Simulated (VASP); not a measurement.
# Hf3NbO (P4/mmm) in VASP: further runs, part 2 of 2

VASP 6.6.1. Earlier steps stand in the parts before.

**3. Relaxation of cell and atoms, PBE**

This run uses another cell than the first one, of 19.02 Å³/atom, 1.094 times its volume.

File INCAR:

```
PREC     = Accurate       # precision mode
ENCUT    = 600            # plane-wave cutoff, eV
EDIFF    = 1E-6           # SCF threshold, eV
ISMEAR   = 0              # smearing method
SIGMA    = 0.1            # smearing width, eV
LREAL    = False          # projectors in reciprocal space
LASPH    = True           # aspherical terms in the spheres
NELM     = 60             # most SCF steps
ALGO     = Normal         # electronic algorithm
ISIF     = 3              # what is computed and relaxed
LWAVE    = False          # write WAVECAR
LCHARG   = False          # write CHGCAR
GGA      = PE             # functional
IBRION   = 2              # ionic algorithm
NSW      = 90             # ionic steps
EDIFFG   = -0.04          # ionic threshold
```

File KPOINTS:

```
Automatic mesh
0
Gamma
  6 6 2
```

File POSCAR:

```
Hf3NbO
1.0
    3.3901229200      0.0000000000      0.0000000000
    0.0000000000      3.3901229200      0.0000000000
    0.0000000000      0.0000000000      8.2751965100
Hf Nb O
3 1 1
Direct
    0.5000000000      0.5000000000      0.1545836200
    0.5000000000      0.5000000000      0.8454163800
    0.0000000000      0.0000000000      0.5000000000
    0.0000000000      0.0000000000      0.0000000000
    0.5000000000      0.5000000000      0.5000000000
```

Potentials or basis: VASP PAW PBE potentials, release 64 (Hf_pv, Nb_sv, O).

The run is started by

```sh
$ cat potpaw_PBE.64/Hf_pv/POTCAR potpaw_PBE.64/Nb_sv/POTCAR potpaw_PBE.64/O/POTCAR > POTCAR
$ mpirun -np 1 vasp_std > vasp.out
```

OUTCAR:

```text
PREC = Accurate
   ENCUT = 600
   EDIFF = 1E-6
   ISMEAR = 0
   LREAL = False
   LASPH = True
   NELM = 60
   ISIF = 3
   GGA = PE
   IBRION = 2
   NSW = 90
   EDIFFG = -0.04

 ion  position               nearest neighbor table
   1  0.500  0.500  0.155-   2 2.56   4 2.72   4 2.72   4 2.72   4 2.72   5 2.86   3 3.73   3 3.73
                             3 3.73   3 3.73
   2  0.500  0.500  0.845-   1 2.56   4 2.72   4 2.72   4 2.72   4 2.72   5 2.86   3 3.73   3 3.73
                             3 3.73   3 3.73
   3  0.000  0.000  0.500-   5 2.40   5 2.40   5 2.40   5 2.40   2 3.73   2 3.73   1 3.73   2 3.73
                             1 3.73   1 3.73   2 3.73   1 3.73
   4  0.000  0.000  0.000-   1 2.72   2 2.72   1 2.72   2 2.72   1 2.72   2 2.72   1 2.72   2 2.72

   5  0.500  0.500  0.500-   3 2.40   3 2.40   3 2.40   3 2.40   1 2.86   2 2.86

  LATTYP: Found a simple tetragonal cell.
 ALAT       =     3.3901229200
 C/A-ratio  =     2.4409724088

  Lattice vectors:

 A1 = (   3.3901229200,   0.0000000000,   0.0000000000)
 A2 = (   0.0000000000,   3.3901229200,   0.0000000000)
 A3 = (   0.0000000000,   0.0000000000,   8.2751965100)

Analysis of symmetry for initial positions (statically):
[... 179 lines left out ...]

  FORCE on cell =-STRESS in cart. coord.  units (eV):
  Direction    XX          YY          ZZ          XY          YZ          ZX
  --------------------------------------------------------------------------------------
  -------------------------------------------------------------------------------------
  Total       -0.7693644     -0.7693644      7.3346534      0.0000000      0.0000000     -0.0000000
  in kB      -12.9608491    -12.9608491    123.5608745      0.0000000      0.0000000     -0.0000000
  external PRESSURE =      32.5463921 kB  Pullay stress =       0.0000000 kB
[... 98 lines left out ...]
  FREE ENERGIE OF THE ION-ELECTRON SYSTEM (eV)
  ---------------------------------------------------
  free  energy   TOTEN  =       -48.5830004323 eV

  energy  without entropy=      -48.5493988183  energy(sigma->0) =      -48.56619963

[... ionic steps 4 to 13 ...]

--------------------------------------- Ionic step       14  -------------------------------------------

 number of electron      48.9999999 magnetization

------------------------ aborting loop because EDIFF is reached ----------------------------------------
[... 73 lines left out ...]
--------------------------------------- Ionic step       16  -------------------------------------------

 number of electron      49.0000000 magnetization

 Free energy of the ion-electron system (eV)
  ---------------------------------------------------
  ext. energy  EPLUGINS =         0.00000000
  ---------------------------------------------------
  free energy    TOTEN  =       -49.65219816 eV

  energy without entropy =      -49.62404942  energy(sigma->0) =      -49.63812379

 E-fermi :   6.8720     XC(G=0): -11.8988

 val. band max:        6.8577990866   @ k =   0.1667   0.1667   0.5000
 cond. band min:       6.8797466904   @ k =   0.3333   0.0000   0.0000
 fundamental gap:      0.0219476038
 Fermi energy:         6.8720236594

 k-point     1 :       0.0000    0.0000    0.0000
  band No.  band energies     occupation
      1     -47.1777      2.00000
      2     -24.5099      2.00000
      3     -24.5099      2.00000
      4     -24.2741      2.00000
      5     -23.6851      2.00000
      6     -23.5557      2.00000
[... 661 lines left out ...]
  FREE ENERGIE OF THE ION-ELECTRON SYSTEM (eV)
  ---------------------------------------------------
  free  energy   TOTEN  =       -49.6521981633 eV

  energy  without entropy=      -49.6240494169  energy(sigma->0) =      -49.63812379

 reached required accuracy - stopping structural energy minimisation
```

CONTCAR:

```text
Hf3NbO
   1.00000000000000
     3.3143163753983420    0.0000000000000000    0.0000000000000000
    -0.0000000000000000    3.3143163753983420   -0.0000000000000000
    -0.0000000000000000   -0.0000000000000000    7.8503333919466431
  Hf              Nb              O
     3     1     1
Direct
     0.5000000000000000    0.5000000000000000    0.2177245142163239
     0.5000000000000000    0.5000000000000000    0.7822754857836761
     0.0000000000000000    0.0000000000000000    0.5000000000000000
     0.0000000000000000    0.0000000000000000    0.0000000000000000
     0.5000000000000000    0.5000000000000000    0.5000000000000000

  0.00000000E+00  0.00000000E+00  0.00000000E+00
  0.00000000E+00  0.00000000E+00  0.00000000E+00
  0.00000000E+00  0.00000000E+00  0.00000000E+00
  0.00000000E+00  0.00000000E+00  0.00000000E+00
  0.00000000E+00  0.00000000E+00  0.00000000E+00
```

Run time: 26 min. Hardware: 1 thread of AMD EPYC 7R43 (Zen 3), shared host; peak memory 0.24 GiB.

Results:

```
Free energy                            : -49.6522 eV
Relaxed volume                         : 17.25 Å³/atom
Relaxed cell                           : a = 3.314 Å, b = 3.314 Å, c = 7.850 Å, α = 90.00°, β = 90.00°, γ = 90.00°
Space group after relaxing (to 0.05 Å) : P4/mmm (No. 123)
Energy gained by relaxing              : 596.0 meV/atom
Ionic steps                            : 16
Pressure after relaxing                : 0.1 GPa
Largest force after relaxing           : 0.035 eV/Å
```

Forces on the atoms (eV/Å):
```
Hf   0.000  0.000 -0.035
Hf   0.000  0.000  0.035
Hf   0.000  0.000  0.000
Nb   0.000  0.000  0.000
O    0.000  0.000  0.000
```

Step by step:
```csv
step,energy change (eV),largest force (eV/Å),pressure (GPa),volume (Å³)
1,0.0000,7.0820,3.25,95.11
2,-1.9097,0.5879,-13.66,100.33
3,-1.9109,0.7015,-12.97,99.96
4,-2.4474,1.2650,14.32,80.32
5,-2.6382,1.2383,2.47,86.13
6,-2.8534,0.6050,3.30,84.72
7,-2.8816,0.4789,5.58,83.50
8,-2.8970,0.0953,4.27,84.05
9,-2.8995,0.1909,-5.26,89.51
10,-2.9442,0.0614,-0.88,86.74
11,-2.9608,0.1952,-0.29,86.39
12,-2.9676,0.3477,0.57,85.96
13,-2.9779,0.1694,-0.42,86.53
14,-2.9784,0.1164,-0.70,86.69
15,-2.9785,0.0442,0.84,85.80
16,-2.9801,0.0354,0.08,86.23
```

Final structure:
```xyz
5
Lattice="3.3143 0.0000 0.0000 0.0000 3.3143 0.0000 0.0000 0.0000 7.8503" Properties=species:S:1:pos:R:3 pbc="T T T"
Hf    1.6572    1.6572    1.7092
Hf    1.6572    1.6572    6.1411
Hf    0.0000    0.0000    3.9252
Nb    0.0000    0.0000    0.0000
O     1.6572    1.6572    3.9252
```

Caveat: the k points lie up to 0.40 Å⁻¹ apart in the final cell; spin-orbit coupling is left out, which moves the levels of the heavy elements; an odd number of electrons without spin polarisation forces a metal; a magnetic or distorted state may lie lower.
